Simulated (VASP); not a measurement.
# Zr (Im-3m) in VASP: a series of runs

Aim: see how the results for Zr move with the level of theory and the settings. Levels: LDA, PBEsol. Tasks: single point.

Everything below comes from runs of VASP 6.6.1. Logs are shortened: lines on timing, memory, paths and dates and some standing lists are left out, and cuts for length are marked.

## 1. The cell of the first run

Symmetry: Im-3m, No. 229, cubic system. Conventional cell: a = 3.644 Å, b = 3.644 Å, c = 3.644 Å, α = 90.00°, β = 90.00°, γ = 90.00°. Within 4.2 Å of Zr (site symmetry m-3m) lie 14 Zr at 3.16 to 3.64 Å.

## 2. Single point, LDA

INCAR reads:

```
SYSTEM = Zr
  PREC = Accurate
  ENCUT = 500
  EDIFF = 1E-6
  ISMEAR = -1
  SIGMA = 0.05
  LREAL = .False.
  LASPH = .True.
  NELM = 120
  ALGO = Normal
  ISIF = 2
  LWAVE = .False.
  LCHARG = .False.
  NBANDS = 12
  GGA_COMPAT = .False.
```

KPOINTS reads:

```
Automatic mesh
0
Gamma
  10 10 10
  0 0 0
```

POSCAR reads:

```
Zr
1.0
   -1.8219871043      1.8219871043      1.8219871043
    1.8219871043     -1.8219871043      1.8219871043
    1.8219871043      1.8219871043     -1.8219871043
Zr
1
Direct
    0.0000000000      0.0000000000      0.0000000000
```

Potentials or basis: VASP PAW LDA potentials, release 64 (Zr_sv).

The run is started by

```bash
cat potpaw_LDA.64/Zr_sv/POTCAR > POTCAR
mpirun -np 1 vasp_std > vasp.out
```

OUTCAR:

```text
SYSTEM = Zr
   PREC = Accurate
   ENCUT = 500
   EDIFF = 1E-6
   ISMEAR = -1
   LREAL = .False.
   LASPH = .True.
   NELM = 120
   ISIF = 2

 ion  position               nearest neighbor table
   1  0.000  0.000  0.000-

  LATTYP: Found a body centered cubic cell.
 ALAT       =     3.6439742086

  Lattice vectors:

 A1 = (  -1.8219871043,   1.8219871043,   1.8219871043)
 A2 = (   1.8219871043,  -1.8219871043,   1.8219871043)
 A3 = (   1.8219871043,   1.8219871043,  -1.8219871043)

Analysis of symmetry for initial positions (statically):
=====================================================================
 Subroutine PRICEL returns:
 Original cell was already a primitive cell.

 Routine SETGRP: Setting up the symmetry group for a
 body centered cubic supercell.

 Subroutine GETGRP returns: Found 48 space group operations
 (whereof 48 operations were pure point group operations)
 out of a pool of 48 trial point group operations.

The static configuration has the point symmetry O_h .

Analysis of symmetry for dynamics (positions and initial velocities):
=====================================================================
 Subroutine PRICEL returns:
 Original cell was already a primitive cell.

 Routine SETGRP: Setting up the symmetry group for a
 body centered cubic supercell.

 Subroutine GETGRP returns: Found 48 space group operations
 (whereof 48 operations were pure point group operations)
 out of a pool of 48 trial point group operations.

The dynamic configuration has the point symmetry O_h .

 Subroutine INISYM returns: Found 48 space group operations
 (whereof 48 operations are pure point group operations),
 and found     1 'primitive' translations

----------------------------------------------------------------------------------------

                                     Primitive cell

  volume of cell :      24.1933

  direct lattice vectors                    reciprocal lattice vectors
    -1.821987104  1.821987104  1.821987104     0.000000000  0.274425653  0.274425653
     1.821987104 -1.821987104  1.821987104     0.274425653  0.000000000  0.274425653
     1.821987104  1.821987104 -1.821987104     0.274425653  0.274425653  0.000000000

  length of vectors
     3.155774235  3.155774235  3.155774235     0.388096480  0.388096480  0.388096480

  position of ions in fractional coordinates (direct lattice)
     0.000000000  0.000000000  0.000000000

  ion indices of the primitive-cell ions
   primitive index   ion index
                 1           1

----------------------------------------------------------------------------------------

 KPOINTS: Automatic mesh

Automatic generation of k-mesh.
 Grid dimensions read from file:
 generate k-points for:   10   10   10

 Generating k-lattice:

  Cartesian coordinates                     Fractional coordinates (reciprocal lattice)
     0.000000000  0.027442565  0.027442565     0.100000000  0.000000000  0.000000000
     0.027442565  0.000000000  0.027442565     0.000000000  0.100000000  0.000000000
     0.027442565  0.027442565  0.000000000     0.000000000  0.000000000  0.100000000

  Length of vectors
     0.038809648  0.038809648  0.038809648

  Shift w.r.t. Gamma in fractional coordinates (k-lattice)
     0.000000000  0.000000000  0.000000000

 Subroutine IBZKPT returns following result:
 ===========================================

 Found     47 irreducible k-points:

 Following reciprocal coordinates:
            Coordinates               Weight
  0.000000  0.000000  0.000000      1.000000
  0.100000  0.000000  0.000000     12.000000
  0.200000  0.000000  0.000000     12.000000
  0.300000  0.000000  0.000000     12.000000
  0.400000  0.000000  0.000000     12.000000
  0.500000  0.000000  0.000000      6.000000
[... 16 lines left out ...]
  0.300000  0.300000  0.100000      8.000000
 -0.300000  0.300000  0.100000     24.000000
 [... further k-points ...]
   k-points           NKPTS =     47   k-points in BZ     NKDIM =     47   number of bands    NBANDS=     12
   number of dos      NEDOS =    301   number of ions     NIONS =      1
   total plane-waves  NPLWV =  13824
   dimension x,y,z NGX =    24 NGY =   24 NGZ =   24
   dimension x,y,z NGXF=    48 NGYF=   48 NGZF=   48
   ions per type =               1
   NGX,Y,Z   is equivalent  to a cutoff of  12.64, 12.64, 12.64 a.u.
   NGXF,Y,Z  is equivalent  to a cutoff of  25.29, 25.29, 25.29 a.u.
 SYSTEM =  Zr
   PREC   = accura    normal or accurate (medium, high low for compatibility)
   ISTART =      0    job   : 0-new  1-cont  2-samecut
   ICHARG =      2    charge: 1-file 2-atom 10-const
   ISPIN  =      1    spin polarized calculation?
   LNONCOLLINEAR =      F non collinear calculations
   LSORBIT =      F    spin-orbit coupling
   LASPH  =      T    aspherical Exc in radial PAW
   ENCUT  =  500.0 eV  36.75 Ry    6.06 a.u.   5.75  5.75  5.75*2*pi/ulx,y,z
   NELM   =    120;   NELMIN=  2; NELMDL= -5     # of ELM steps
   EDIFF  = 0.1E-05   stopping-criterion for ELM
   LREAL  =      F    real-space projection
   EDIFFG = 0.1E-04   stopping-criterion for IOM
   NSW    =      0    number of steps for IOM
   IBRION =     -1    ionic relax: 0-MD 1-quasi-New 2-CG
   NFREE  =      0    steps in history (QN), initial steepest desc. (CG)
   ISIF   =      2    stress and relaxation
   ISYM   =      2    0-nonsym 1-usesym 2-fastsym
   POTIM  = 0.5000    time-step for ionic-motion
   TEBEG  =    0.0;   TEEND  =   0.0 temperature during run
   PSTRESS=    0.0 pullay stress
   NELECT =      12.0000    total number of electrons
   NUPDOWN=      -1.0000    fix difference up-down
   EMIN   =  10.00;   EMAX   =-10.00  energy-range for DOS
   EFERMI =   0.00;   METHOD = LEGACY
   ISMEAR =    -1;   SIGMA  =   0.05  broadening in eV -4-tet -1-fermi 0-gaus
   EFERMI_NEDOS =   21; number of points for ismear=-14 and -15
   IALGO  =     38    algorithm
   IMIX   =      4    mixing-type and parameters
     AMIX     =   0.40;   BMIX     =  1.00
     AMIX_MAG =   1.60;   BMIX_MAG =  1.00
  volume/ion in A,a.u.               =      24.19       163.26
  Fermi-wavevector in a.u.,A,eV,Ry     =   1.295895  2.448887 22.848875  1.679345
  Thomas-Fermi vector in A             =   2.427386
   LORBIT       =      0    0 simple, 1 ext, 2 COOP (PROOUT), +10 PAW based schemes
   GGA     = CA    functional components
   LHFCALC =     F    Hartree Fock is set to
   AEXX    =    0.0000 exact exchange contribution
   IVDW    =     0    specifies the selected vdW correction
   LEPSILON=     F    determine dielectric tensor
   LRPA    =     F    only Hartree local field effects (RPA)
 non-spin polarized calculation
  energy-cutoff  :      500.00
  volume of cell :       24.19
 maximum number of plane-waves:       629
   NGX = 11   NGY = 11   NGZ = 11

 number of electron      12.0000000 magnetization

 Free energy of the ion-electron system (eV)
  ---------------------------------------------------
  ext. energy  EPLUGINS =         0.00000000
  ---------------------------------------------------
  free energy    TOTEN  =        -9.14498985 eV

  energy without entropy =       -9.12873136  energy(sigma->0) =       -9.13686061

 E-fermi :   8.1352     XC(G=0): -11.1151

 val. band max:        8.0954323252   @ k =   0.2000   0.2000   0.0000
 cond. band min:       8.1783483979   @ k =   0.2000   0.1000  -0.0000
 fundamental gap:      0.0829160727
 Fermi energy:         8.1351806744

 k-point     1 :       0.0000    0.0000    0.0000
  band No.  band energies     occupation
      1     -40.1951      2.00000
      2     -17.8949      2.00000
      3     -17.8949      2.00000
      4     -17.8949      2.00000
      5       2.8147      2.00000
      6       9.1559      0.00000
      7       9.1559      0.00000
      8       9.1559      0.00000
      9      11.5398      0.00000
     10      11.5398      0.00000
     11      20.3988      0.00000
     12      20.3988      0.00000

 k-point     2 :       0.1000    0.0000    0.0000
  band No.  band energies     occupation
      1     -40.1826      2.00000
      2     -17.9831      2.00000
      3     -17.9222      2.00000
      4     -17.8954      2.00000
      5       3.1377      2.00000
      6       8.9502      0.00000
      7       9.0772      0.00000
      8       9.4695      0.00000
      9      11.2582      0.00000
     10      11.5418      0.00000
     11      20.6530      0.00000
     12      20.9787      0.00000

 k-point     3 :       0.2000    0.0000    0.0000
  band No.  band energies     occupation
      1     -40.1498      2.00000
      2     -18.2082      2.00000
      3     -17.9928      2.00000
      4     -17.8968      2.00000
      5       3.9935      2.00000
      6       8.4693      0.00250
      7       8.7199      0.00002
      8      10.3759      0.00000
      9      11.0369      0.00000
     10      11.5941      0.00000
     11      20.7935      0.00000
     12      21.9053      0.00000

 k-point     4 :       0.3000    0.0000    0.0000
  band No.  band energies     occupation
      1     -40.1089      2.00000
      2     -18.4762      2.00000
      3     -18.0787      2.00000
      4     -17.8987      2.00000
      5       4.9615      2.00000
      6       7.9593      1.94236
      7       8.4542      0.00338
      8      11.2525      0.00000
      9      11.7555      0.00000
     10      11.7629      0.00000
     11      19.7539      0.00000
     12      20.5263      0.00000

 k-point     5 :       0.4000    0.0000    0.0000
  band No.  band energies     occupation
      1     -40.0755      2.00000
      2     -18.6855      2.00000
      3     -18.1470      2.00000
      4     -17.9002      2.00000
      5       5.3867      2.00000
      6       7.5958      1.99996
      7       9.0185      0.00000
      8      11.4974      0.00000
      9      12.0109      0.00000
     10      13.2953      0.00000
     11      18.5225      0.00000
     12      18.6480      0.00000

 k-point     6 :       0.5000    0.0000    0.0000
  band No.  band energies     occupation
      1     -40.0627      2.00000
      2     -18.7637      2.00000
      3     -18.1728      2.00000
      4     -17.9008      2.00000
      5       5.4163      2.00000
      6       7.4662      2.00000
      7       9.6156      0.00000
      8      11.4991      0.00000
      9      12.1437      0.00000
     10      14.1138      0.00000
     11      17.8191      0.00000
     12      18.0164      0.00000

 k-point     7 :       0.1000    0.1000    0.0000
  band No.  band energies     occupation
      1     -40.1600      2.00000
      2     -18.1378      2.00000
      3     -17.9530      2.00000
      4     -17.9165      2.00000
      5       3.7351      2.00000
      6       8.6801      0.00004
      7       8.7455      0.00001
      8      10.1291      0.00000
      9      10.9207      0.00000
     10      11.6676      0.00000
     11      21.1174      0.00000
     12      21.6459      0.00000

 k-point     8 :       0.2000    0.1000   -0.0000
  band No.  band energies     occupation
      1     -40.1231      2.00000
      2     -18.3685      2.00000
      3     -18.0387      2.00000
      4     -17.9264      2.00000
      5       4.7140      2.00000
      6       8.1783      0.59328
      7       8.3323      0.03803
      8      10.8778      0.00000
      9      11.3395      0.00000
     10      11.8738      0.00000
     11      20.5891      0.00000
     12      21.4259      0.00000
[... 166 lines left out ...]
 k-point    20 :       0.2000    0.2000    0.1000
  band No.  band energies     occupation
      1     -40.0729      2.00000
      2     -18.5895      2.00000
      3     -18.1630      2.00000
      4     -18.0336      2.00000
      5       6.4639      2.00000
      6       7.4836      2.00000
      7       7.6766      1.99979
      8      11.7006      0.00000
      9      12.0637      0.00000
     10      14.5814      0.00000
     11      18.1365      0.00000
     12      19.8623      0.00000

 k-point    21 :       0.3000    0.2000    0.1000
  band No.  band energies     occupation
      1     -40.0573      2.00000
      2     -18.5865      2.00000
      3     -18.2861      2.00000
      4     -18.0551      2.00000
      5       6.6857      2.00000
      6       7.4070      2.00000
      7       8.1826      0.55813
      8      11.8837      0.00000
      9      12.1848      0.00000
     10      15.9676      0.00000
     11      16.3228      0.00000
     12      18.8657      0.00000

 k-point    22 :      -0.2000    0.2000    0.1000
  band No.  band energies     occupation
      1     -40.1385      2.00000
      2     -18.2093      2.00000
      3     -18.0218      2.00000
      4     -17.9647      2.00000
      5       4.2806      2.00000
      6       8.7336      0.00001
      7       8.7944      0.00000
      8      10.1334      0.00000
      9      10.2691      0.00000
     10      12.0978      0.00000
     11      21.3250      0.00000
     12      22.0072      0.00000

 k-point    23 :       0.3000    0.3000    0.1000
  band No.  band energies     occupation
      1     -40.0524      2.00000
      2     -18.4479      2.00000
      3     -18.4479      2.00000
      4     -18.0818      2.00000
      5       6.9258      2.00000
      6       7.7921      1.99791
      7       7.7921      1.99791
      8      12.1015      0.00000
      9      12.1015      0.00000
     10      15.5547      0.00000
     11      17.4979      0.00000
     12      17.4979      0.00000

 k-point    24 :      -0.3000    0.3000    0.1000
  band No.  band energies     occupation
      1     -40.0987      2.00000
      2     -18.4639      2.00000
      3     -18.1091      2.00000
      4     -17.9633      2.00000
      5       5.2355      2.00000
      6       8.2594      0.15393
      7       8.2882      0.08953
      8      10.4888      0.00000
      9      11.6498      0.00000
     10      12.2329      0.00000
     11      19.6919      0.00000
     12      21.2721      0.00000

 [... further k-points ...]
[... 5 lines left out ...]
  --------------------------------------------------------------------------------------
  -------------------------------------------------------------------------------------
  Total       -1.6533061     -1.6533061     -1.6533061      0.0000000     -0.0000000      0.0000000
  in kB     -109.4883645   -109.4883645   -109.4883645      0.0000000     -0.0000000      0.0000000
  external PRESSURE =    -109.4883645 kB  Pullay stress =       0.0000000 kB

 VOLUME and BASIS-vectors are now :
 -----------------------------------------------------------------------------
  energy-cutoff  :      500.00
  volume of cell :       24.19
      direct lattice vectors                 reciprocal lattice vectors
    -1.821987104  1.821987104  1.821987104     0.000000000  0.274425653  0.274425653
     1.821987104 -1.821987104  1.821987104     0.274425653  0.000000000  0.274425653
     1.821987104  1.821987104 -1.821987104     0.274425653  0.274425653  0.000000000

 POSITION                                       TOTAL-FORCE (eV/Angst)
 -----------------------------------------------------------------------------------
      0.00000      0.00000      0.00000         0.000000     -0.000000     -0.000000
 -----------------------------------------------------------------------------------
    total drift:                                0.000000      0.000000     -0.000000

  FREE ENERGIE OF THE ION-ELECTRON SYSTEM (eV)
  ---------------------------------------------------
  free  energy   TOTEN  =        -9.1449898545 eV

  energy  without entropy=       -9.1287313613  energy(sigma->0) =       -9.13686061
```

It took 5.6 s on 1 thread of Intel Xeon 6975P-C, shared host; peak memory 0.13 GiB.

What came out:

- Free energy: -9.1450 eV
- Pressure: -10.9 GPa
- Band gap on the k mesh: zero (band 6 reaches 9.16 eV, above the bottom of band 7 at 7.43 eV)

(Part 1 of 2 ends here.)
